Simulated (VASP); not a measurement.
Wanted: the native input for a VASP 6.6.1 run.

- Task: single point
- Functional: PBE
- Potentials or basis: VASP PAW PBE potentials, release 64 (Mo_sv, S)
- Cutoff: 520 eV
- k mesh: 6 × 6 × 2, shifted
- Occupations: fermi-dirac, width 0.0808 eV
- Spin: no spin polarisation
- Dipole correction: no
- Further INCAR settings: ALGO = Normal; EDIFF = 1e-06; NBANDS = 35

The structure of MoS2 lies in POSCAR:

```
MoS2
1.0
    3.1847247808     -0.0007618515      0.0134854722
   -1.5930109885      2.7592020619      0.0045559382
    0.0113571398     -0.0014722323     14.7779032059
Mo S
2 4
Direct
    0.3249338720      0.6606850744      0.2489784887
    0.6604801700      0.3286669018      0.7489618676
    0.3308515812      0.6643271150      0.6432302878
    0.6617395057      0.3295547208      0.1432464275
    0.3236743384      0.6597972684      0.8546938371
    0.6545625327      0.3250249195      0.3547100913
```

The input as run:

INCAR

```
SYSTEM = MoS2
  PREC = Accurate
  ENCUT = 520
  EDIFF = 1E-6
  ISMEAR = -1
  SIGMA = 0.0808
  LREAL = .False.
  LASPH = .True.
  NELM = 100
  ALGO = Normal
  ISIF = 2
  LWAVE = .False.
  LCHARG = .True.
  GGA = PE
  LELF = .True.
  LVHAR = .True.
  NBANDS = 35
```

KPOINTS

```
Automatic mesh
0
Gamma
  6 6 2
  0.5 0 0.5
```

Potentials or basis: VASP PAW PBE potentials, release 64 (Mo_sv, S).

Command:

```console
$ cat potpaw_PBE.64/Mo_sv/POTCAR potpaw_PBE.64/S/POTCAR > POTCAR
$ mpirun -np 1 vasp_std > vasp.out
```

Results of the run:

```yaml
Pressure: -0.1 GPa
Largest_force: 0.011 eV/Å
Band_gap_on_the_k_mesh: 1.81 eV, indirect (least direct gap 2.10 eV)
```

Wall time 2.5 min on 1 thread of Intel(R) Xeon(R) Platinum 8488C (Sapphire Rapids) (shared host), peak memory 0.3 GiB.
